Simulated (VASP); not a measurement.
A run of VASP 6.6.1 is set up as follows.

INCAR

```
SYSTEM = Ta
PREC = Accurate
ENCUT = 520
EDIFF = 1E-6
ISMEAR = -1
SIGMA = 0.08
LREAL = .FALSE.
LASPH = .TRUE.
NELM = 100
ALGO = Normal
ISIF = 2
LWAVE = .FALSE.
LCHARG = .FALSE.
NBANDS = 12
```

The input KPOINTS:

```
regular mesh
0
G
  17 17 17
  0 0 0
```

File POSCAR:

```
Ta
1.0
    0.0000000000      2.0120578032      2.0120578032
    2.0120578032      0.0000000000      2.0120578032
    2.0120578032      2.0120578032      0.0000000000
Ta
1
Direct
    0.0000000000      0.0000000000      0.0000000000
```

Potentials or basis: VASP PAW LDA potentials, release 64 (Ta_pv).

The run is started by

```sh
$ cat potpaw_LDA.64/Ta_pv/POTCAR > POTCAR
$ mpirun -np 1 vasp_std > vasp.out
```

Task: Estimate the pressure.

Result: 22.4 GPa.
